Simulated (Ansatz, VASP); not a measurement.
Si2Bi2S: VASP beside Ansatz

```xyz
5
Lattice="-2.6234 2.6234 4.3822 2.6234 -2.6234 4.3822 2.6234 2.6234 -4.3822" Properties=species:S:1:pos:R:3 pbc="T T T"
Si    0.0000    0.0000    5.5437
Si    0.0000    0.0000    3.2206
Bi    0.0000    2.6234    2.1911
Bi    2.6234    0.0000    2.1911
S     0.0000    0.0000    0.0000
```

Change from the starting cell: species swapped into the LaGe2Rh2 type (I4/mmm, No. 139).

Alike in both runs: functional PBE; k mesh 10 × 10 × 10; occupations gaussian, width 0.1 eV; no spin polarisation.

Ansatz relaxed the structure, and its values are those at the end. VASP's run is a single point on that final structure, the one shown.

```csv
,VASP,Ansatz
version,VASP 6.6.1,Ansatz 0.2.0
potentials or method,"VASP PAW PBE potentials, release 64 (Si, Bi_d, S), cutoff 520 eV","scalar-relativistic, plane waves, PAW"
valence electrons in the cell,44,44
```

|  | VASP | Ansatz | Ansatz less VASP |
| --- | --- | --- | --- |
| gap on the k mesh at the Fermi level (eV) | none | none | - |
| pressure (GPa) | -0.1 | 0.0 | +0.06 |

A gap of «none» marks a metal or a gap that the smearing closes.

Spin-orbit coupling is off throughout.
